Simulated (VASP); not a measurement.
The system is LiCl.

```
Li Cl
1.0
     0.00000    2.53355    2.53355
     2.53355    0.00000    2.53355
     2.53355    2.53355    0.00000
Li Cl
1 1
Direct
  0.00000 0.00000 0.00000
  0.50000 0.50000 0.50000
```

Base run:

```yaml
Program: VASP 6.6.1
Functional: revPBE
Potentials_or_basis: VASP PAW PBE potentials, release 64 (Li_sv, Cl)
Cutoff: 750 eV
k_mesh: 8 × 8 × 8
Occupations: gaussian, width 0.02 eV
Spin: no spin polarisation
```

Its results: band gap on the k mesh 6.75 eV; pressure 3.4 GPa.

The run is repeated on the same cell with these changes: functional from revPBE to r2SCAN; cutoff from 750 eV to 830 eV. What comes out?

Band gap on the k mesh 7.54 eV; pressure 0.5 GPa.

Caveats: the PAW data sets were made with another functional, which shifts forces and pressure a little; the cell stands under pressure (at least some runs).

A k mesh can miss the band edges.
